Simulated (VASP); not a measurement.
Set up this calculation in VASP 6.6.1, as the native input.

```yaml
Task: single point
Functional: revPBE
Potentials_or_basis: VASP PAW PBE potentials, release 64 (Al, N)
Cutoff: 520 eV
k_mesh: 10 × 10 × 6
Occupations: gaussian, width 0.05 eV
Spin: no spin polarisation
Dipole_correction: no
Further_INCAR_settings: ALGO = Normal; EDIFF = 1e-07; NBANDS = 16
```

The structure of AlN lies in POSCAR:

```
AlN
1.0
    3.1539652241      0.0000000000      0.0000000000
   -1.5769826120      2.7314140067      0.0000000000
    0.0000000000      0.0000000000      5.0465469904
Al N
2 2
Direct
    0.6669120000      0.3362360000      0.4998430000
    0.3268940000      0.6678470000     -0.0018600000
    0.6696610000      0.3331100000      0.8779580000
    0.3369420000      0.6692960000      0.3828520000
```

One way to write it, as run:

INCAR

```
SYSTEM = AlN
ALGO = Normal ; EDIFF = 1E-7
ENCUT = 520 ; GGA = RE
ISIF = 2 ; ISMEAR = 0
LASPH = .True. ; LCHARG = .False.
LREAL = .False. ; LWAVE = .False.
NBANDS = 16 ; NELM = 100
PREC = Accurate ; SIGMA = 0.05
```

KPOINTS

```
k-points
0
Gamma
  10 10 6
  0 0 0
```

Potentials or basis: VASP PAW PBE potentials, release 64 (Al, N).

Run with:

```console
$ cat potpaw_PBE.64/Al/POTCAR potpaw_PBE.64/N/POTCAR > POTCAR
$ mpirun -np 1 vasp_std > vasp.out
```

It gave:

* Pressure: -1.7 GPa
* Largest force: 0.509 eV/Å
* Band gap on the k mesh: 3.89 eV

Caveat: the PAW data sets were made with another functional, which shifts forces and pressure a little.

Wall time 54 s on 1 thread of Intel(R) Xeon(R) 6975P-C (Granite Rapids), on a shared host, peak memory 0.28 GiB.
